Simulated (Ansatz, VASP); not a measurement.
# NbAs: VASP beside Ansatz

The input INCAR:

```
PREC     = Accurate       # precision mode
ENCUT    = 520            # plane-wave cutoff, eV
EDIFF    = 1E-6           # SCF threshold, eV
ISMEAR   = 0              # smearing method
SIGMA    = 0.05           # smearing width, eV
LREAL    = False          # projectors in reciprocal space
LASPH    = True           # aspherical terms in the spheres
NELM     = 80             # most SCF steps
ALGO     = Normal         # electronic algorithm
ISIF     = 2              # what is computed and relaxed
LWAVE    = False          # write WAVECAR
LCHARG   = True           # write CHGCAR
GGA      = PS             # functional
LELF     = True           # ELF
LVHAR    = True         
NBANDS   = 16             # bands
```

The input KPOINTS:

```
Automatic mesh
0
Gamma
  10 10 10
```

File POSCAR:

```
NbAs
1.0
    0.0000000000      2.5877010663      2.5877010663
    2.5877010663      0.0000000000      2.5877010663
    2.5877010663      2.5877010663      0.0000000000
Nb As
1 1
Direct
    0.5000000000      0.5000000000      0.5000000000
    0.0000000000      0.0000000000      0.0000000000
```

Input for Ansatz:

```yaml
crystal:
  lattice:
    - [0.0, 2.5877010663, 2.5877010663]
    - [2.5877010663, 0.0, 2.5877010663]
    - [2.5877010663, 2.5877010663, 0.0]
  atoms:
    - { symbol: Nb, position: [0.5, 0.5, 0.5] }
    - { symbol: As, position: [0.0, 0.0, 0.0] }
basis:
  ecutwfc: 420
  ecutrho_ratio: 4
kpoints:
  mp_grid: { grid: [10, 10, 10] }
hamiltonian:
  xc: pbesol
scf:
  occupations: { method: gaussian, width: 0.05 }
output:
  forces: true
  stress: true
  eigenvalues: true
```

Alike in both runs: task single point; functional PBEsol; k mesh 10 × 10 × 10; occupations gaussian, width 0.05 eV; no spin polarisation.

|  | VASP | Ansatz |
| --- | --- | --- |
| version | VASP 6.6.1 | Ansatz 0.2.0 |
| potentials or method | VASP PAW PBE potentials, release 64 (Nb_sv, As), cutoff 520 eV | scalar-relativistic, plane waves, PAW |
| valence electrons in the cell | 18 | 28 |

|  | VASP | Ansatz | Ansatz less VASP |
| --- | --- | --- | --- |
| gap on the k mesh at the Fermi level (eV) | none | none | - |
| pressure (GPa) | 3.6 | 3.4 | -0.24 |

VASP's potentials were made for PBE, not for PBEsol. A gap of «none» marks a metal or a gap that the smearing closes. VASP's potentials hold 18 valence electrons a cell and Ansatz's 28, so a difference there can come from the potentials and not from the codes.
